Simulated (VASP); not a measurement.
# Al13Ni3: single point with PBE

Al13Ni3:

```
Al Ni
1.0
     6.53794   -0.04391    0.03109
    -0.04391    6.27845    0.13910
     0.03109    0.13910    6.27442
Al Ni
13 3
Direct
  0.61242 0.95757 0.04037
  0.07740 0.43781 0.87807
  0.07632 0.11981 0.56093
  0.26046 0.16281 0.17311
  0.48968 0.51413 0.99849
  0.48684 0.99526 0.48585
  0.83070 0.27727 0.22459
  0.06266 0.76976 0.23842
  0.32893 0.48768 0.50936
  0.66358 0.64763 0.34951
  0.71640 0.28270 0.71446
  0.25786 0.82582 0.84108
  0.83066 0.77195 0.72177
  0.96869 0.05338 0.94554
  0.96219 0.49505 0.50220
  0.37170 0.19383 0.80411
```

```
Program                : VASP 6.6.1
Task                   : single point
Functional             : PBE
Potentials or basis    : VASP PAW PBE potentials, release 64 (Al, Ni)
Cutoff                 : 520 eV
k mesh                 : 2 × 2 × 2, shifted
Occupations            : gaussian, width 0.1 eV
Spin                   : collinear spin, ferromagnetic start
Starting moments       : [0.0, 0.0, 0.0, 0.0, 0.0, 0.0, 0.0, 0.0, 0.0, 0.0, 0.0, 0.0, 0.0, 2.0, 2.0, 2.0] μB
Dipole correction      : no
Further INCAR settings : LREAL = Auto; ALGO = Normal; EDIFF = 1e-07; NBANDS = 52; ISYM = 0
```

- Pressure: 0.0 GPa
- Largest force: 0.018 eV/Å
- Net moment: 0.00 μB per cell
- Valence electrons inside the program's atomic spheres: Al 0.77, 0.79, 0.80, 0.78, 0.75, 0.83 (each value once); Ni 9.49, 9.59, 9.54

Forces on the atoms (eV/Å):
```
Al   0.009  0.005  0.007
Al   0.000  0.001  0.002
Al   0.004 -0.007 -0.014
Al  -0.004  0.004  0.004
Al  -0.012 -0.012 -0.002
Al   0.005  0.003  0.012
Al   0.004 -0.003 -0.004
Al  -0.012  0.012 -0.002
Al   0.001  0.000  0.002
Al   0.000  0.000 -0.008
Al   0.000 -0.006 -0.017
Al  -0.007 -0.006  0.005
Al   0.012  0.010  0.001
Ni  -0.014  0.007 -0.004
Ni   0.000 -0.003  0.010
Ni   0.015 -0.006  0.005
```

Stress tensor (GPa, compression positive):
```
 0.05  0.08  0.12
 0.08 -0.03  0.09
 0.12  0.09  0.02
```

Levels at points of the mesh, in eV from the Fermi level:
Spin up:
```tsv
k point	band 31	band 32	band 33	band 34	band 35	band 36	band 37	band 38
(0.25, 0.25, 0.25)	-1.42	-1.05	-0.90	-0.40	0.16	0.56	0.72	0.98
```
Spin down:
| k point | band 30 | band 31 | band 32 | band 33 | band 34 | band 35 | band 36 | band 37 | band 38 | band 39 |
| --- | --- | --- | --- | --- | --- | --- | --- | --- | --- | --- |
| (0.25, 0.25, 0.25) | -1.67 | -1.42 | -1.05 | -0.90 | -0.40 | 0.16 | 0.56 | 0.72 | 0.98 | 1.20 |

It took 2.9 min on 1 thread of Intel(R) Xeon(R) 6975P-C (Granite Rapids), on a shared host, peak memory 0.43 GiB.

Caveat: the k points lie up to 0.50 Å⁻¹ apart; the moments typed at the start vanished in this run.
